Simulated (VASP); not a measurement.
# Ge6 in VASP: single point with PBEsol

Aim: the single point of Ge6 with PBEsol.

Program: VASP 6.6.1. These are calculated values, not measurements. Logs are shortened: lines on timing, memory, paths and dates and some standing lists are left out, and cuts for length are marked.

## 1. The cell of the first run

The cell holds a cluster in a box, 6 atoms: a = 12.800 Å, b = 13.100 Å, c = 13.400 Å, α = 90.00°, β = 90.00°, γ = 90.00°.

## 2. Single point, PBEsol, collinear spin

INCAR

```
SYSTEM = Ge
PREC     = Accurate       ! precision mode
ENCUT    = 520            ! plane-wave cutoff, eV
EDIFF    = 1E-6           ! SCF threshold, eV
ISMEAR   = 0              ! smearing method
SIGMA    = 0.05           ! smearing width, eV
LREAL    = .False.        ! projectors in reciprocal space
LASPH    = .True.         ! aspherical terms in the spheres
NELM     = 150            ! most SCF steps
ALGO     = Normal         ! electronic algorithm
ISIF     = 2              ! what is computed and relaxed
LWAVE    = .False.        ! write WAVECAR
LCHARG   = .False.        ! write CHGCAR
ISPIN    = 2              ! spin polarisation
MAGMOM   = 0.4 0.4 0.4 0.4 0.4 0.4 ! initial moments
LORBIT   = 11             ! projections on sites
GGA      = PS             ! functional
NBANDS   = 55             ! bands
```

KPOINTS

```
regular mesh
0
Gamma
  1 1 1
  0 0 0
```

POSCAR

```
Ge
1.0
   12.8000000000      0.0000000000      0.0000000000
    0.0000000000     13.1000000000      0.0000000000
    0.0000000000      0.0000000000     13.4000000000
Ge
6
Direct
    0.4490347761      0.4034514360      0.5497924152
    0.5922912496      0.6724058119      0.4152970079
    0.4538418048      0.5474855138      0.4021593840
    0.5879356935      0.4142382378      0.6716671257
    0.6037936157      0.5475415601      0.5477375977
    0.3258398517      0.4121149062      0.4132438086
```

Potentials or basis: VASP PAW PBE potentials, release 64 (Ge_d).

Launch:

```bash
> cat potpaw_PBE.64/Ge_d/POTCAR > POTCAR
> mpirun -np 1 vasp_gam > vasp.out
```

OUTCAR:

```text
SYSTEM = Ge
   PREC = Accurate
   ENCUT = 520
   EDIFF = 1E-6
   ISMEAR = 0
   LREAL = .False.
   LASPH = .True.
   NELM = 150
   ISIF = 2
   ISPIN = 2
   LORBIT = 11
   GGA = PS

 ion  position               nearest neighbor table
   1  0.449  0.403  0.550-   6 2.42   4 2.42   3 2.73   5 2.74
   2  0.592  0.672  0.415-   5 2.42   3 2.42
   3  0.454  0.547  0.402-   2 2.42   6 2.42   1 2.73   5 2.74
   4  0.588  0.414  0.672-   1 2.42   5 2.42
   5  0.604  0.548  0.548-   2 2.42   4 2.42   1 2.74   3 2.74
   6  0.326  0.412  0.413-   1 2.42   3 2.42

  LATTYP: Found a simple orthorhombic cell.
 ALAT       =    12.8000000000
 B/A-ratio  =     1.0234375000
 C/A-ratio  =     1.0468750000

  Lattice vectors:

 A1 = (  12.8000000000,   0.0000000000,   0.0000000000)
 A2 = (   0.0000000000,  13.1000000000,   0.0000000000)
 A3 = (   0.0000000000,   0.0000000000,  13.4000000000)

Analysis of symmetry for initial positions (statically):
=====================================================================
 Subroutine PRICEL returns:
 Original cell was already a primitive cell.

 Routine SETGRP: Setting up the symmetry group for a
 simple orthorhombic supercell.

 Subroutine GETGRP returns: Found  1 space group operations
 (whereof  1 operations were pure point group operations)
 out of a pool of  8 trial point group operations.

The static configuration has the point symmetry C_1 .

Analysis of symmetry for dynamics (positions and initial velocities):
=====================================================================
 Subroutine PRICEL returns:
 Original cell was already a primitive cell.

 Routine SETGRP: Setting up the symmetry group for a
 simple orthorhombic supercell.

 Subroutine GETGRP returns: Found  1 space group operations
 (whereof  1 operations were pure point group operations)
 out of a pool of  8 trial point group operations.

The dynamic configuration has the point symmetry C_1 .

Analysis of structural, dynamic, and magnetic symmetry:
=====================================================================
 Subroutine PRICEL returns:
 Original cell was already a primitive cell.

 Routine SETGRP: Setting up the symmetry group for a
 simple orthorhombic supercell.

 Subroutine GETGRP returns: Found  1 space group operations
 (whereof  1 operations were pure point group operations)
 out of a pool of  8 trial point group operations.

The overall configuration has the point symmetry C_1 .

 Subroutine INISYM returns: Found  1 space group operations
 (whereof  1 operations are pure point group operations),
 and found     1 'primitive' translations

----------------------------------------------------------------------------------------

                                     Primitive cell

  volume of cell :    2246.9120

  direct lattice vectors                    reciprocal lattice vectors
    12.800000000  0.000000000  0.000000000     0.078125000  0.000000000  0.000000000
     0.000000000 13.100000000  0.000000000     0.000000000  0.076335878  0.000000000
     0.000000000  0.000000000 13.400000000     0.000000000  0.000000000  0.074626866

  length of vectors
    12.800000000 13.100000000 13.400000000     0.078125000  0.076335878  0.074626866

  position of ions in fractional coordinates (direct lattice)
     0.449034776  0.403451436  0.549792415
     0.592291250  0.672405812  0.415297008
     0.453841805  0.547485514  0.402159384
     0.587935694  0.414238238  0.671667126
     0.603793616  0.547541560  0.547737598
     0.325839852  0.412114906  0.413243809

  ion indices of the primitive-cell ions
   primitive index   ion index
                 1           1
                 2           2
                 3           3
                 4           4
                 5           5
                 6           6

----------------------------------------------------------------------------------------

 KPOINTS: regular mesh

Automatic generation of k-mesh.
 Grid dimensions read from file:
 generate k-points for:    1    1    1

 Generating k-lattice:

  Cartesian coordinates                     Fractional coordinates (reciprocal lattice)
     0.078125000  0.000000000  0.000000000     1.000000000  0.000000000  0.000000000
     0.000000000  0.076335878  0.000000000     0.000000000  1.000000000  0.000000000
     0.000000000  0.000000000  0.074626866     0.000000000  0.000000000  1.000000000

  Length of vectors
     0.078125000  0.076335878  0.074626866

  Shift w.r.t. Gamma in fractional coordinates (k-lattice)
     0.000000000  0.000000000  0.000000000

 Subroutine IBZKPT returns following result:
 ===========================================

 Found      1 irreducible k-points:

 Following reciprocal coordinates:
            Coordinates               Weight
  0.000000  0.000000  0.000000      1.000000
   k-points           NKPTS =      1   k-points in BZ     NKDIM =      1   number of bands    NBANDS=     55
   number of dos      NEDOS =    301   number of ions     NIONS =      6
   total plane-waves  NPLWV = 940800
   dimension x,y,z NGX =    96 NGY =   98 NGZ =  100
   dimension x,y,z NGXF=   192 NGYF=  196 NGZF=  200
   ions per type =               6
   NGX,Y,Z   is equivalent  to a cutoff of  12.47, 12.44, 12.41 a.u.
   NGXF,Y,Z  is equivalent  to a cutoff of  24.94, 24.87, 24.81 a.u.
 SYSTEM =  Ge
   PREC   = accura    normal or accurate (medium, high low for compatibility)
   ISTART =      0    job   : 0-new  1-cont  2-samecut
   ICHARG =      2    charge: 1-file 2-atom 10-const
   ISPIN  =      2    spin polarized calculation?
   LNONCOLLINEAR =      F non collinear calculations
   LSORBIT =      F    spin-orbit coupling
   LASPH  =      T    aspherical Exc in radial PAW
   ENCUT  =  520.0 eV  38.22 Ry    6.18 a.u.  23.80 24.36 24.92*2*pi/ulx,y,z
   NELM   =    150;   NELMIN=  2; NELMDL= -5     # of ELM steps
   EDIFF  = 0.1E-05   stopping-criterion for ELM
   LREAL  =      F    real-space projection
   EDIFFG = 0.1E-04   stopping-criterion for IOM
   NSW    =      0    number of steps for IOM
   IBRION =     -1    ionic relax: 0-MD 1-quasi-New 2-CG
   NFREE  =      0    steps in history (QN), initial steepest desc. (CG)
   ISIF   =      2    stress and relaxation
   ISYM   =      2    0-nonsym 1-usesym 2-fastsym
   POTIM  = 0.5000    time-step for ionic-motion
   TEBEG  =    0.0;   TEEND  =   0.0 temperature during run
   PSTRESS=    0.0 pullay stress
   NELECT =      84.0000    total number of electrons
   NUPDOWN=      -1.0000    fix difference up-down
   EMIN   =  10.00;   EMAX   =-10.00  energy-range for DOS
   EFERMI =   0.00;   METHOD = LEGACY
   ISMEAR =     0;   SIGMA  =   0.05  broadening in eV -4-tet -1-fermi 0-gaus
   EFERMI_NEDOS =   21; number of points for ismear=-14 and -15
   IALGO  =     38    algorithm
   IMIX   =      4    mixing-type and parameters
     AMIX     =   0.40;   BMIX     =  1.00
     AMIX_MAG =   1.60;   BMIX_MAG =  1.00
  volume/ion in A,a.u.               =     374.49      2527.15
  Fermi-wavevector in a.u.,A,eV,Ry     =   0.547401  1.034439  4.076963  0.299648
  Thomas-Fermi vector in A             =   1.577636
   LORBIT       =     11    0 simple, 1 ext, 2 COOP (PROOUT), +10 PAW based schemes
   GGA     = PS    functional components
   LHFCALC =     F    Hartree Fock is set to
   AEXX    =    0.0000 exact exchange contribution
   IVDW    =     0    specifies the selected vdW correction
   LEPSILON=     F    determine dielectric tensor
   LRPA    =     F    only Hartree local field effects (RPA)
 spin polarized calculation
 Gauss-broadening in eV      SIGMA  =   0.05
  energy-cutoff  :      520.00
  volume of cell :     2246.91
 maximum number of plane-waves:     30258
 NGX is ok and might be reduce to    96
   NGX = 47   NGY = 49   NGZ = 49

 number of electron      83.9999993 magnetization       2.0000020

 Free energy of the ion-electron system (eV)
  ---------------------------------------------------
  ext. energy  EPLUGINS =         0.00000000
  ---------------------------------------------------
  free energy    TOTEN  =       -22.88062921 eV

  energy without entropy =      -22.88062921  energy(sigma->0) =      -22.88062921

 E-fermi :  -4.2011     XC(G=0):  -1.2724

 val. band max:       -4.5014458698   @ k =   0.0000   0.0000   0.0000
 cond. band min:      -3.8676911028   @ k =   0.0000   0.0000   0.0000
 fundamental gap:      0.6337547671
 Fermi energy:        -4.2011161207

 spin component 1

 k-point     1 :       0.0000    0.0000    0.0000
  band No.  band energies     occupation
      1     -28.3404      1.00000
      2     -28.3400      1.00000
      3     -28.3399      1.00000
      4     -28.2598      1.00000
      5     -28.2591      1.00000
      6     -28.2377      1.00000
[... 46 lines left out ...]
     53       0.6680      0.00000
     54       0.7148      0.00000
 Fermi energy:        -4.2011161207

 spin component 2

 k-point     1 :       0.0000    0.0000    0.0000
  band No.  band energies     occupation
      1     -28.3244      1.00000
      2     -28.3243      1.00000
      3     -28.3024      1.00000
      4     -28.2133      1.00000
      5     -28.2130      1.00000
      6     -28.2120      1.00000
[... 46 lines left out ...]
     53       0.7942      0.00000
     54       0.8136      0.00000
 [bands above 54 left out]

------------------------ aborting loop because EDIFF is reached ----------------------------------------

  FORCE on cell =-STRESS in cart. coord.  units (eV):
  Direction    XX          YY          ZZ          XY          YZ          ZX
  --------------------------------------------------------------------------------------
  -------------------------------------------------------------------------------------
  Total       -0.0509480     -0.0378262     -0.0239370     -0.0091343     -0.0143437      0.0005887
  in kB       -0.0363289     -0.0269722     -0.0170685     -0.0065133     -0.0102279      0.0004198
  external PRESSURE =      -0.0267899 kB  Pullay stress =       0.0000000 kB

 VOLUME and BASIS-vectors are now :
 -----------------------------------------------------------------------------
  energy-cutoff  :      520.00
  volume of cell :     2246.91
      direct lattice vectors                 reciprocal lattice vectors
    12.800000000  0.000000000  0.000000000     0.078125000  0.000000000  0.000000000
     0.000000000 13.100000000  0.000000000     0.000000000  0.076335878  0.000000000
     0.000000000  0.000000000 13.400000000     0.000000000  0.000000000  0.074626866

 POSITION                                       TOTAL-FORCE (eV/Angst)
 -----------------------------------------------------------------------------------
      5.74765      5.28521      7.36722         0.000277      0.001787      0.004564
      7.58133      8.80852      5.56498        -0.003051     -0.000455     -0.002950
      5.80918      7.17206      5.38894         0.000148      0.002829     -0.000829
      7.52558      5.42652      9.00034         0.001156     -0.002094      0.004819
      7.72856      7.17279      7.33968        -0.002029     -0.000962     -0.001009
      4.17075      5.39871      5.53747         0.003499     -0.001104     -0.004596
 -----------------------------------------------------------------------------------
    total drift:                               -0.001665      0.000138      0.001635

  FREE ENERGIE OF THE ION-ELECTRON SYSTEM (eV)
  ---------------------------------------------------
  free  energy   TOTEN  =       -22.8806292144 eV

  energy  without entropy=      -22.8806292144  energy(sigma->0) =      -22.88062921

 total charge

# of ion       s       p       d       tot
------------------------------------------
    1        1.208   1.093  10.004  12.305
    2        1.288   0.931  10.002  12.221
    3        1.208   1.093  10.004  12.305
    4        1.288   0.931  10.002  12.221
    5        1.208   1.093  10.004  12.305
    6        1.288   0.931  10.002  12.221
--------------------------------------------------
tot          7.488   6.071  60.019  73.578

 magnetization (x)

# of ion       s       p       d       tot
------------------------------------------
    1       -0.002   0.072   0.009   0.079
    2        0.001   0.169   0.003   0.174
    3       -0.001   0.072   0.008   0.079
    4        0.001   0.170   0.003   0.174
    5       -0.001   0.072   0.008   0.079
    6        0.001   0.169   0.003   0.174
--------------------------------------------------
tot         -0.001   0.724   0.035   0.758
```

Wall time 8.1 min (1 thread of Intel Xeon Platinum 8488C (Sapphire Rapids), shared host); peak memory 2.1 GiB.

Results:

- Free energy: -22.8806 eV
- Largest force: 0.006 eV/Å
- Gap between the frontier levels: 0.63 eV
- Net moment: 2.00 μB per cell
- Site moments: Ge +0.08, +0.17 (each value once) μB
- Valence electrons inside the program's atomic spheres: Ge 12.30, 12.22 (each value once)

Forces on the atoms (eV/Å):
```
Ge   0.000  0.002  0.005
Ge  -0.003  0.000 -0.003
Ge   0.000  0.003 -0.001
Ge   0.001 -0.002  0.005
Ge  -0.002 -0.001 -0.001
Ge   0.003 -0.001 -0.005
```

Caveat: semilocal functionals underestimate gaps, and a narrow one can read as zero; the PAW data sets were made with another functional, which shifts forces and pressure a little.
